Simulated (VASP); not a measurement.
Here is a VASP 6.6.1 calculation.

Contents of INCAR:

```
PREC = Accurate
ENCUT = 520
EDIFF = 1E-8
ISMEAR = 0
SIGMA = 0.01
LREAL = False
LASPH = True
NELM = 80
ALGO = Normal
ISIF = 2
LWAVE = False
LCHARG = False
GGA = CA
IBRION = 8
NSW = 1
```

The input KPOINTS:

```
regular mesh
0
Gamma
  2 2 2
```

File POSCAR:

```
KCl
1.0
    0.0000000000      3.1464700000      3.1464700000
    3.1464700000      0.0000000000      3.1464700000
    3.1464700000      3.1464700000      0.0000000000
K Cl
1 1
Direct
    0.0000000000      0.0000000000      0.0000000000
    0.5000000000      0.5000000000      0.5000000000
```

Potentials or basis: VASP PAW LDA potentials, release 64 (K_sv, Cl).

Run with:

```bash
$ cat potpaw_LDA.64/K_sv/POTCAR potpaw_LDA.64/Cl/POTCAR > POTCAR
$ mpirun -np 1 vasp_std > vasp.out
```

(1) Estimate the highest phonon frequency at Γ, LO-TO splitting left out.

## Answers

(1) 115 cm⁻¹.

Caveat: the k points lie up to 0.86 Å⁻¹ apart; the cell wasn't relaxed at this level first, which shifts response properties.
